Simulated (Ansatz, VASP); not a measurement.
**One calculation of Si2W, two programs**

```
Si W
1.0
     4.47335    0.00000    0.00000
    -2.23667    3.87403    0.00000
     0.00000    0.00000    6.79859
Si W
6 3
Direct
  0.83612 0.67224 0.50000
  0.16388 0.83612 0.83333
  0.67224 0.83612 0.16667
  0.16388 0.32776 0.50000
  0.83612 0.16388 0.83333
  0.32776 0.16388 0.16667
  0.00000 0.50000 0.16667
  0.50000 0.50000 0.83333
  0.50000 0.00000 0.50000
```

Alike in both runs: task single point; functional LDA; k mesh 9 × 9 × 6; occupations gaussian, width 0.03 eV; no spin polarisation.

|  | VASP | Ansatz |
| --- | --- | --- |
| version | VASP 6.6.1 | Ansatz 0.2.0 |
| potentials or method | VASP PAW LDA potentials, release 64 (Si, W_sv), cutoff 520 eV | scalar-relativistic, plane waves, PAW |
| valence electrons in the cell | 66 | 66 |

Ansatz gave:

- gap on the k mesh at the Fermi level (eV): 0.32
- least direct gap on the mesh (eV): 0.86
- pressure (GPa): 0.3
- traceless stress, the component that is largest in VASP (GPa): -9.37
- rms of the force components (eV/Å): 0.031

What did VASP give for the same quantities?

gap on the k mesh at the Fermi level (eV): 0.31; least direct gap on the mesh (eV): 0.86; pressure (GPa): 1.0; traceless stress, the component that is largest in VASP (GPa): -9.48; rms of the force components (eV/Å): 0.029.

Ansatz warns that its potentials were made for another functional, while VASP's fit it. LDA's correlation is that of Perdew and Zunger in VASP and of Perdew and Wang (1992) in Ansatz. Atom by atom the forces differ by 0.002 eV/Å (rms over components).

Spin-orbit coupling is off throughout.
